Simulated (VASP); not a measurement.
Here is a VASP 6.6.1 calculation.

INCAR

```
PREC = Accurate
ENCUT = 520
EDIFF = 1E-7
ISMEAR = 0
SIGMA = 0.1
LREAL = F
LASPH = T
NELM = 100
ALGO = Normal
ISIF = 2
LWAVE = F
LCHARG = F
GGA = PE
NBANDS = 36
```

File KPOINTS:

```
Automatic mesh
0
Gamma
  6 6 6
```

The input POSCAR:

```
Zn2CdTe3
1.0
    6.4130959615      0.0000000000      0.0000000000
   -3.2065479807      5.5539040196      0.0000000000
    0.0000000000      0.0000000000      7.7488492619
Zn Cd Te
2 1 3
Direct
    0.0000000000      0.0000000000      0.6612552098
    0.0000000000      0.0000000000      0.3387447902
    0.0000000000      0.0000000000      0.0000000000
    0.5000000000      0.0000000000      0.0000000000
    0.0000000000      0.5000000000      0.0000000000
    0.5000000000      0.5000000000      0.0000000000
```

Potentials or basis: VASP PAW PBE potentials, release 64 (Zn, Cd, Te).

The run is started by

```console
$ cat potpaw_PBE.64/Zn/POTCAR potpaw_PBE.64/Cd/POTCAR potpaw_PBE.64/Te/POTCAR > POTCAR
$ mpirun -np 1 vasp_std > vasp.out
```

Predict the band gap on the k mesh.

zero (bands 27 and 28 overlap by 1.75 eV).

Predict the pressure.

0.0 GPa.

Predict the largest force.

0.003 eV/Å.

Stress tensor (GPa, compression positive):
```
0.00 0.00 0.00
0.00 0.00 0.00
0.00 0.00 0.12
```

Caveat: spin-orbit coupling is left out, which moves the levels of the heavy elements.
